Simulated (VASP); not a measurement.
SrO:

```
Sr O
1.0
     3.10287    0.00000    0.00000
     0.00000    3.10287    0.00000
     0.00000    0.00000    3.10287
Sr O
1 1
Direct
  0.00000 0.00000 0.00000
  0.50000 0.50000 0.50000
```

Base run:

* Program: VASP 6.6.1
* Functional: r2SCAN
* Potentials or basis: VASP PAW PBE potentials, release 64 (Sr_sv, O)
* Cutoff: 520 eV
* k mesh: 6 × 6 × 6
* Occupations: gaussian, width 0.01 eV
* Spin: no spin polarisation

Its results: band gap on the k mesh 3.24 eV, indirect (least direct gap 3.30 eV); pressure 0.8 GPa.

Task: The run is repeated on the same cell with these changes: functional from r2SCAN to PBE. What comes out?

Result: Band gap on the k mesh 2.75 eV, indirect (least direct gap 2.81 eV); pressure 3.6 GPa.

r2SCAN gives the wider gap, since meta-GGAs in the generalised Kohn-Sham scheme recover part of the derivative discontinuity.

Caveats: the PAW data sets were made with another functional, which shifts forces and pressure a little (some runs).

A k mesh can miss the band edges.
